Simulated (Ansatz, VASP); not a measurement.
GaAs in VASP and in Ansatz

Contents of INCAR:

```
SYSTEM = GaAs
PREC = Accurate
ENCUT = 520
EDIFF = 1E-6
ISMEAR = -1
SIGMA = 0.01
LREAL = .FALSE.
LASPH = .TRUE.
NELM = 150
ALGO = Normal
ISIF = 2
LWAVE = .FALSE.
LCHARG = .FALSE.
MAGMOM = 0 0 0 0 0 0
LORBIT = 11
LSORBIT = .TRUE.
GGA_COMPAT = .FALSE.
LORBMOM = .TRUE.
GGA = PS
NBANDS = 30
```

Contents of KPOINTS:

```
Automatic mesh
0
G
  8 8 8
  0 0 0
```

File POSCAR:

```
GaAs
1.0
    2.7812033951      2.7812033951      0.0000000000
   -2.7812033951      2.7812033951      0.0000000000
    0.0000000000      2.7812033951      2.7812033951
Ga As
1 1
Direct
    0.0000000000      0.0000000000      0.0000000000
    0.7500000000      0.2500000000      0.5000000000
```

Input for Ansatz:

```yaml
crystal:
  lattice:
    - [2.78120339509, 2.78120339509, 0.0]
    - [-2.78120339509, 2.78120339509, 0.0]
    - [0.0, 2.78120339509, 2.78120339509]
  atoms:
    - { symbol: Ga, position: [0.0, 0.0, 0.0] }
    - { symbol: As, position: [0.75, 0.25, 0.5] }
kpoints:
  mp_grid: { grid: [8, 8, 8] }
scf:
  occupations: { method: fermi_dirac, width: 0.01 }
  convergence: { dr2_threshold: 1.0e-10 }
hamiltonian:
  xc: pbesol
  pseudopotentials: { kind: all_electron, lapw: { basis_error: 0.0005 } }
magnetization:
  noncollinear: true
  spin_orbit: true
output:
  forces: true
  stress: true
  eigenstates:
    kpoints:
      - [0.0, 0.0, 0.0]
      - [0.5, 0.0, 0.0]
      - [0.0, 0.5, 0.5]
      - [0.0, -0.5, 0.0]
      - [0.5, 0.0, 0.5]
      - [-0.5, -0.5, -0.5]
      - [-0.5, 0.5, 0.0]
      - [0.0, 0.0, -0.5]
  eigenvalues: true
```

Alike in both runs: task single point; functional PBEsol; k mesh 8 × 8 × 8; occupations fermi-dirac, width 0.01 eV; non-collinear spin, spin-orbit coupling.

```csv
,VASP,Ansatz
version,VASP 6.6.1,Ansatz 0.2.0
potentials or method,"VASP PAW PBE potentials, release 64 (Ga_d, As), cutoff 520 eV",all-electron LAPW
```

```csv
,VASP,Ansatz,Ansatz less VASP
pressure (GPa),4.2,4.0,-0.22
net moment per atom (μB),0.00,0.00,0.000
```

VASP's potentials were made for PBE, not for PBEsol. Ansatz ran all-electron here, and VASP with PAW potentials.
